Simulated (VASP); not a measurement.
Runs of VASP 6.6.1 on B. The structure is that of space group Im-3m (No. 229), or close to it. The cells are those of the table. This isn't the form of B at room conditions, which is rhombohedral.

| cell | k mesh | gap on the mesh (eV) | pressure (GPa) |
| --- | --- | --- | --- |
| a = 1.983 Å, angles 109.5°, 1 atom | 31 × 31 × 31 | none | 9.1 |
| a = 2.010 Å, angles 109.5°, 1 atom | 18 × 18 × 18 | none | (a) |
| a = 1.955 Å, angles 109.5°, 1 atom | 31 × 31 × 31 | none | 21.2 |
| a = 2.010 Å, angles 109.5°, 1 atom | 31 × 31 × 31 | none | -0.5 |

Alike in all rows: task single point; level RPBE; potentials or basis VASP PAW PBE potentials, release 64 (B); no spin polarisation; cutoff (eV) 520; smearing fermi-dirac 0.1 eV.

Task: Fill in the values left out.

Result: (a) -0.3.

Caveats: the PAW data sets were made with another functional, which shifts forces and pressure a little; the cell stands under pressure (at least some runs).

A gap of «none» marks levels without a gap at the run's occupations.
